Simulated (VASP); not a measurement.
# TeO5 (P4/mmm) in VASP: notebook

Runs on TeO5. Level: PBE. Tasks: single point, relaxation of cell and atoms.

All numbers are computed with VASP 6.6.1; they aren't measurements. Logs are shortened: lines on timing, memory, paths and dates and some standing lists are left out, and cuts for length are marked.

## Step 1: The cell of the first run

The structure is tetragonal, space group P4/mmm (No. 123). The conventional cell has a = 2.715 Å, b = 2.715 Å, c = 11.500 Å, α = 90.00°, β = 90.00°, γ = 90.00°. Within 3.6 Å of Te (site symmetry 4/mmm) lie 4 Te at 2.71 Å and 8 O at 2.79 Å. O (site symmetry 4mm) has 12 O at 2.65 to 2.71 Å within 3.5 Å. Within 3.5 Å of O (site symmetry 4mm) lie 8 O at 2.65 to 2.71 Å and 4 Te at 2.79 Å. Within 3.9 Å of O (site symmetry 4/mmm) lie 18 O at 2.70 to 3.84 Å.

The cell was generated, and may not be a known phase.

## Step 2: Single point, PBE

INCAR

```
SYSTEM = TeO5
ALGO = Normal ; EDIFF = 1E-6
ENCUT = 520 ; GGA = PE
ISIF = 2 ; ISMEAR = 0
LASPH = .TRUE. ; LCHARG = .TRUE.
LELF = .TRUE. ; LREAL = .FALSE.
LVHAR = .TRUE. ; LWAVE = .FALSE.
NBANDS = 27 ; NELM = 60
PREC = Accurate ; SIGMA = 0.1
```

KPOINTS

```
k-points
0
G
  6 6 2
  0 0 0
```

POSCAR

```
TeO5
1.0
    2.7148231900      0.0000000000      0.0000000000
    0.0000000000      2.7148231900      0.0000000000
    0.0000000000      0.0000000000     11.4999036200
Te O
1 5
Direct
    0.5000000000      0.5000000000      0.0000000000
    0.5000000000      0.5000000000      0.3344822800
    0.5000000000      0.5000000000      0.6655177200
    0.0000000000      0.0000000000      0.1759868000
    0.0000000000      0.0000000000      0.8240132000
    0.0000000000      0.0000000000      0.5000000000
```

Potentials or basis: VASP PAW PBE potentials, release 64 (Te, O).

On the command line:

```
$ cat potpaw_PBE.64/Te/POTCAR potpaw_PBE.64/O/POTCAR > POTCAR
$ mpirun -np 1 vasp_std > vasp.out
```

OUTCAR:

```text
SYSTEM = TeO5
   EDIFF = 1E-6
   ENCUT = 520
   GGA = PE
   ISIF = 2
   ISMEAR = 0
   LASPH = .TRUE.
   LREAL = .FALSE.
   NELM = 60
   PREC = Accurate

 ion  position               nearest neighbor table
   1  0.500  0.500  0.000-   4 2.79   5 2.79   4 2.79   5 2.79   4 2.79   5 2.79   4 2.79   5 2.79

   2  0.500  0.500  0.334-
   3  0.500  0.500  0.666-
   4  0.000  0.000  0.176-   1 2.79   1 2.79   1 2.79   1 2.79
   5  0.000  0.000  0.824-   1 2.79   1 2.79   1 2.79   1 2.79
   6  0.000  0.000  0.500-

  LATTYP: Found a simple tetragonal cell.
 ALAT       =     2.7148231900
 C/A-ratio  =     4.2359678016

  Lattice vectors:

 A1 = (   2.7148231900,   0.0000000000,   0.0000000000)
 A2 = (   0.0000000000,   2.7148231900,   0.0000000000)
 A3 = (   0.0000000000,   0.0000000000,  11.4999036200)

Analysis of symmetry for initial positions (statically):
=====================================================================
 Subroutine PRICEL returns:
 Original cell was already a primitive cell.

 Routine SETGRP: Setting up the symmetry group for a
 simple tetragonal supercell.

 Subroutine GETGRP returns: Found 16 space group operations
 (whereof 16 operations were pure point group operations)
 out of a pool of 16 trial point group operations.

The static configuration has the point symmetry D_4h.

Analysis of symmetry for dynamics (positions and initial velocities):
=====================================================================
 Subroutine PRICEL returns:
 Original cell was already a primitive cell.

 Routine SETGRP: Setting up the symmetry group for a
 simple tetragonal supercell.

 Subroutine GETGRP returns: Found 16 space group operations
 (whereof 16 operations were pure point group operations)
 out of a pool of 16 trial point group operations.

The dynamic configuration has the point symmetry D_4h.

 Subroutine INISYM returns: Found 16 space group operations
 (whereof 16 operations are pure point group operations),
 and found     1 'primitive' translations

----------------------------------------------------------------------------------------

                                     Primitive cell

  volume of cell :      84.7573

  direct lattice vectors                    reciprocal lattice vectors
     2.714823190  0.000000000  0.000000000     0.368348113  0.000000000  0.000000000
     0.000000000  2.714823190  0.000000000     0.000000000  0.368348113  0.000000000
     0.000000000  0.000000000 11.499903620     0.000000000  0.000000000  0.086957251

  length of vectors
     2.714823190  2.714823190 11.499903620     0.368348113  0.368348113  0.086957251

  position of ions in fractional coordinates (direct lattice)
     0.500000000  0.500000000  0.000000000
     0.500000000  0.500000000  0.334482280
     0.500000000  0.500000000  0.665517720
     0.000000000  0.000000000  0.175986800
     0.000000000  0.000000000  0.824013200
     0.000000000  0.000000000  0.500000000

  ion indices of the primitive-cell ions
   primitive index   ion index
                 1           1
                 2           2
                 3           3
                 4           4
                 5           5
                 6           6

----------------------------------------------------------------------------------------

 KPOINTS: k-points

Automatic generation of k-mesh.
 Grid dimensions read from file:
 generate k-points for:    6    6    2

 Generating k-lattice:

  Cartesian coordinates                     Fractional coordinates (reciprocal lattice)
     0.061391352  0.000000000  0.000000000     0.166666667  0.000000000  0.000000000
     0.000000000  0.061391352  0.000000000     0.000000000  0.166666667  0.000000000
     0.000000000  0.000000000  0.043478625     0.000000000  0.000000000  0.500000000

  Length of vectors
     0.061391352  0.061391352  0.043478625

  Shift w.r.t. Gamma in fractional coordinates (k-lattice)
     0.000000000  0.000000000  0.000000000

 Subroutine IBZKPT returns following result:
 ===========================================

 Found     20 irreducible k-points:

 Following reciprocal coordinates:
            Coordinates               Weight
  0.000000  0.000000  0.000000      1.000000
  0.166667  0.000000  0.000000      4.000000
  0.333333  0.000000  0.000000      4.000000
  0.500000  0.000000  0.000000      2.000000
  0.166667  0.166667  0.000000      4.000000
  0.333333  0.166667  0.000000      8.000000
[... 12 lines left out ...]
  0.500000  0.333333  0.500000      4.000000
  0.500000  0.500000  0.500000      1.000000
   k-points           NKPTS =     20   k-points in BZ     NKDIM =     20   number of bands    NBANDS=     27
   number of dos      NEDOS =    301   number of ions     NIONS =      6
   total plane-waves  NPLWV =  36000
   dimension x,y,z NGX =    20 NGY =   20 NGZ =   90
   dimension x,y,z NGXF=    40 NGYF=   40 NGZF=  180
   ions per type =               1   5
   NGX,Y,Z   is equivalent  to a cutoff of  12.25, 12.25, 13.01 a.u.
   NGXF,Y,Z  is equivalent  to a cutoff of  24.49, 24.49, 26.02 a.u.
 SYSTEM =  TeO5
   PREC   = accura    normal or accurate (medium, high low for compatibility)
   ISTART =      0    job   : 0-new  1-cont  2-samecut
   ICHARG =      2    charge: 1-file 2-atom 10-const
   ISPIN  =      1    spin polarized calculation?
   LNONCOLLINEAR =      F non collinear calculations
   LSORBIT =      F    spin-orbit coupling
   LASPH  =      T    aspherical Exc in radial PAW
   ENCUT  =  520.0 eV  38.22 Ry    6.18 a.u.   5.05  5.05 21.38*2*pi/ulx,y,z
   NELM   =     60;   NELMIN=  2; NELMDL= -5     # of ELM steps
   EDIFF  = 0.1E-05   stopping-criterion for ELM
   LREAL  =      F    real-space projection
   EDIFFG = 0.1E-04   stopping-criterion for IOM
   NSW    =      0    number of steps for IOM
   IBRION =     -1    ionic relax: 0-MD 1-quasi-New 2-CG
   NFREE  =      0    steps in history (QN), initial steepest desc. (CG)
   ISIF   =      2    stress and relaxation
   ISYM   =      2    0-nonsym 1-usesym 2-fastsym
   POTIM  = 0.5000    time-step for ionic-motion
   TEBEG  =    0.0;   TEEND  =   0.0 temperature during run
   PSTRESS=    0.0 pullay stress
   NELECT =      36.0000    total number of electrons
   NUPDOWN=      -1.0000    fix difference up-down
   EMIN   =  10.00;   EMAX   =-10.00  energy-range for DOS
   EFERMI =   0.00;   METHOD = LEGACY
   ISMEAR =     0;   SIGMA  =   0.10  broadening in eV -4-tet -1-fermi 0-gaus
   EFERMI_NEDOS =   21; number of points for ismear=-14 and -15
   IALGO  =     38    algorithm
   IMIX   =      4    mixing-type and parameters
     AMIX     =   0.40;   BMIX     =  1.00
     AMIX_MAG =   1.60;   BMIX_MAG =  1.00
  volume/ion in A,a.u.               =      14.13        95.33
  Fermi-wavevector in a.u.,A,eV,Ry     =   1.230599  2.325495 20.604308  1.514374
  Thomas-Fermi vector in A             =   2.365441
   LORBIT       =      0    0 simple, 1 ext, 2 COOP (PROOUT), +10 PAW based schemes
   GGA     = PE    functional components
   LHFCALC =     F    Hartree Fock is set to
   AEXX    =    0.0000 exact exchange contribution
   IVDW    =     0    specifies the selected vdW correction
   LEPSILON=     F    determine dielectric tensor
   LRPA    =     F    only Hartree local field effects (RPA)
 non-spin polarized calculation
 Gauss-broadening in eV      SIGMA  =   0.10
  energy-cutoff  :      520.00
  volume of cell :       84.76
 maximum number of plane-waves:      2328
   NGX = 11   NGY = 11   NGZ = 43

 number of electron      35.9999981 magnetization

 Free energy of the ion-electron system (eV)
  ---------------------------------------------------
  ext. energy  EPLUGINS =         0.00000000
  ---------------------------------------------------
  free energy    TOTEN  =       -13.44132605 eV

  energy without entropy =      -13.36180854  energy(sigma->0) =      -13.40156729

 E-fermi :   1.0329     XC(G=0):  -9.9601

 val. band max:        1.0283768594   @ k =   0.1667   0.1667   0.0000
 cond. band min:       1.0337740866   @ k =   0.1667   0.1667   0.5000
 fundamental gap:      0.0053972272
 Fermi energy:         1.0328634176

 k-point     1 :       0.0000    0.0000    0.0000
  band No.  band energies     occupation
      1     -16.6602      2.00000
      2     -15.9870      2.00000
      3     -15.7397      2.00000
      4     -14.8696      2.00000
      5     -14.5493      2.00000
      6     -13.1176      2.00000
[... 19 lines left out ...]
     26       9.4634      0.00000
     27      13.2291      0.00000

 k-point     2 :       0.1667    0.0000    0.0000
  band No.  band energies     occupation
      1     -16.3387      2.00000
      2     -15.7927      2.00000
      3     -15.5480      2.00000
      4     -14.7854      2.00000
      5     -14.4860      2.00000
      6     -12.8300      2.00000
[... 19 lines left out ...]
     26      12.3294      0.00000
     27      13.4822      0.00000

 k-point     3 :       0.3333    0.0000    0.0000
  band No.  band energies     occupation
      1     -15.6062      2.00000
      2     -15.3310      2.00000
      3     -15.1057      2.00000
      4     -14.6534      2.00000
      5     -14.4609      2.00000
      6     -11.8422      2.00000
[... 19 lines left out ...]
     26      11.1647      0.00000
     27      14.5514      0.00000

 k-point     4 :       0.5000    0.0000    0.0000
  band No.  band energies     occupation
      1     -15.1322      2.00000
      2     -15.0099      2.00000
      3     -14.7472      2.00000
      4     -14.6795      2.00000
      5     -14.6577      2.00000
      6     -10.7249      2.00000
[... 19 lines left out ...]
     26      12.7814      0.00000
     27      13.7390      0.00000

 k-point     5 :       0.1667    0.1667    0.0000
  band No.  band energies     occupation
      1     -16.0499      2.00000
      2     -15.6093      2.00000
      3     -15.3692      2.00000
      4     -14.7018      2.00000
      5     -14.4282      2.00000
      6     -12.4895      2.00000
[... 19 lines left out ...]
     26      13.3783      0.00000
     27      14.4850      0.00000

 k-point     6 :       0.3333    0.1667    0.0000
  band No.  band energies     occupation
      1     -15.4003      2.00000
      2     -15.1788      2.00000
      3     -14.9648      2.00000
      4     -14.5652      2.00000
      5     -14.3952      2.00000
      6     -11.3730      2.00000
[... 324 lines left out ...]
      1     -14.9857      2.00000
      2     -14.8881      2.00000
      3     -14.6438      2.00000
      4     -14.5732      2.00000
      5     -14.5544      2.00000
      6     -10.1508      2.00000
[... 19 lines left out ...]
     26      10.1112      0.00000
     27      14.4458      0.00000

 k-point    18 :       0.3333    0.3333    0.5000
  band No.  band energies     occupation
      1     -14.9346      2.00000
      2     -14.8578      2.00000
      3     -14.6351      2.00000
      4     -14.4114      2.00000
      5     -14.2964      2.00000
      6      -9.9491      2.00000
[... 19 lines left out ...]
     26      11.5485      0.00000
     27      11.9161      0.00000

 k-point    19 :       0.5000    0.3333    0.5000
  band No.  band energies     occupation
      1     -14.6747      2.00000
      2     -14.6273      2.00000
      3     -14.4272      2.00000
      4     -14.3500      2.00000
      5     -14.3365      2.00000
      6      -8.4129      2.00000
[... 19 lines left out ...]
     26      10.6586      0.00000
     27      11.9803      0.00000

 k-point    20 :       0.5000    0.5000    0.5000
  band No.  band energies     occupation
      1     -14.5079      2.00000
      2     -14.4878      2.00000
      3     -14.3128      2.00000
      4     -14.2320      2.00000
      5     -14.2215      2.00000
      6      -6.0772      2.00000
[... 19 lines left out ...]
     26      10.9385      0.00000
     27      10.9385      0.00000

------------------------ aborting loop because EDIFF is reached ----------------------------------------

  FORCE on cell =-STRESS in cart. coord.  units (eV):
  Direction    XX          YY          ZZ          XY          YZ          ZX
  --------------------------------------------------------------------------------------
  -------------------------------------------------------------------------------------
  Total       -0.6602058     -0.6602058    -13.2186367      0.0000000     -0.0000000     -0.0000000
  in kB      -12.4799438    -12.4799438   -249.8733542      0.0000000     -0.0000000     -0.0000000
  external PRESSURE =     -91.6110806 kB  Pullay stress =       0.0000000 kB

 VOLUME and BASIS-vectors are now :
 -----------------------------------------------------------------------------
  energy-cutoff  :      520.00
  volume of cell :       84.76
      direct lattice vectors                 reciprocal lattice vectors
     2.714823190  0.000000000  0.000000000     0.368348113  0.000000000  0.000000000
     0.000000000  2.714823190  0.000000000     0.000000000  0.368348113  0.000000000
     0.000000000  0.000000000 11.499903620     0.000000000  0.000000000  0.086957251

 POSITION                                       TOTAL-FORCE (eV/Angst)
 -----------------------------------------------------------------------------------
      1.35741      1.35741      0.00000         0.000000      0.000000      0.000000
      1.35741      1.35741      3.84651         0.000000      0.000000      0.476418
      1.35741      1.35741      7.65339         0.000000      0.000000     -0.476418
      0.00000      0.00000      2.02383        -0.000000     -0.000000     -1.384889
      0.00000      0.00000      9.47607         0.000000     -0.000000      1.384889
      0.00000      0.00000      5.74995         0.000000      0.000000      0.000000
 -----------------------------------------------------------------------------------
    total drift:                                0.000000      0.000000      0.000000

  FREE ENERGIE OF THE ION-ELECTRON SYSTEM (eV)
  ---------------------------------------------------
  free  energy   TOTEN  =       -13.4413260475 eV

  energy  without entropy=      -13.3618085384  energy(sigma->0) =      -13.40156729
```

Wall time 28 s (1 thread of Intel Xeon 6975P-C (Granite Rapids), shared host); peak memory 0.19 GiB.

Results:

| Item | Value |
| --- | --- |
| Free energy | -13.4413 eV |
| Pressure | -9.2 GPa |
| Largest force | 1.385 eV/Å |
| Band gap on the k mesh | zero (bands 18 and 19 overlap by 0.99 eV) |

Forces in eV/Å, atoms in the order of the input:
```
Te   0.000  0.000  0.000
O    0.000  0.000  0.476
O    0.000  0.000 -0.476
O    0.000  0.000 -1.385
O    0.000  0.000  1.385
O    0.000  0.000  0.000
```

Caveat: the k points lie up to 0.39 Å⁻¹ apart, too coarse for converged energies and pressures of a metal; spin-orbit coupling is left out, which moves the levels of the heavy elements; forces of over 1 eV/Å act on the atoms, so gaps and moduli don't describe the material at rest.

## Step 3: Single point, PBE

This run uses another cell than the first one, of 16.07 Å³/atom.

INCAR

```
ALGO = Normal
EDIFF = 1E-6
ENCUT = 520
GGA = PE
ISIF = 2
ISMEAR = 0
LASPH = True
LCHARG = True
LELF = True
LREAL = False
LVHAR = True
LWAVE = False
NBANDS = 27
NELM = 60
PREC = Accurate
SIGMA = 0.1
```

KPOINTS

```
k-points
0
Gamma
  6 6 2
```

POSCAR

```
TeO5
1.0
    3.0096964443      0.0000000000      0.0000000000
    0.0000000000      3.0096964443      0.0000000000
    0.0000000000      0.0000000000     10.6456061630
Te O
1 5
Direct
    0.5000000000      0.5000000000      0.0000000000
    0.5000000000      0.5000000000      0.4427100990
    0.5000000000      0.5000000000      0.5572899010
    0.0000000000      0.0000000000      0.1139816132
    0.0000000000      0.0000000000      0.8860183868
    0.0000000000      0.0000000000      0.5000000000
```

Potentials or basis: VASP PAW PBE potentials, release 64 (Te, O).

On the command line:

```
$ cat potpaw_PBE.64/Te/POTCAR potpaw_PBE.64/O/POTCAR > POTCAR
$ mpirun -np 1 vasp_std > vasp.out
```

Wall time 44 s (1 thread of Intel Xeon 6975P-C (Granite Rapids), shared host); peak memory 0.22 GiB.

It converged, with:

```yaml
Free_energy: -22.9371 eV
Pressure: 0.5 GPa
Largest_force: 1.184 eV/Å
Band_gap_on_the_k_mesh: zero (bands 18 and 19 overlap by 0.17 eV)
```

Forces in eV/Å, atoms in the order of the input:
```
Te   0.000  0.000  0.000
O    0.000  0.000 -1.184
O    0.000  0.000  1.184
O    0.000  0.000 -0.031
O    0.000  0.000  0.031
O    0.000  0.000  0.000
```

Stress tensor (GPa, compression positive):
```
-0.34  0.00  0.00
 0.00 -0.34  0.00
 0.00  0.00  2.11
```

Levels at points of the mesh, in eV from the Fermi level:
| k point | band 16 | band 17 | band 18 | band 19 | band 20 | band 21 |
| --- | --- | --- | --- | --- | --- | --- |
| (0.00, 0.00, 0.00) | -1.16 | -0.01 | 0.14 | 0.14 | 0.24 | 0.24 |
| (0.50, 0.00, 0.00) | -0.95 | -0.40 | -0.33 | 0.25 | 0.75 | 1.24 |
| (0.50, 0.50, 0.00) | -0.66 | -0.66 | -0.19 | 0.11 | 0.47 | 0.47 |
| (0.00, 0.00, 0.50) | -1.19 | -0.01 | 0.14 | 0.14 | 0.24 | 0.24 |
| (0.50, 0.00, 0.50) | -0.95 | -0.40 | -0.33 | 0.25 | 0.75 | 1.24 |
| (0.50, 0.50, 0.50) | -0.66 | -0.66 | -0.19 | 0.11 | 0.47 | 0.47 |

Caveat: the standard files for N, O and F lose accuracy on very short bonds; spin-orbit coupling is left out, which moves the levels of the heavy elements; this functional lacks dispersion, which binds layers or chains, so the pressure and a relaxed spacing across them are unreliable; forces of over 1 eV/Å act on the atoms, so gaps and moduli don't describe the material at rest.

[end of part 1 of 2]

The gap in the log of VASP goes by the Fermi energy; the results here count the filled bands.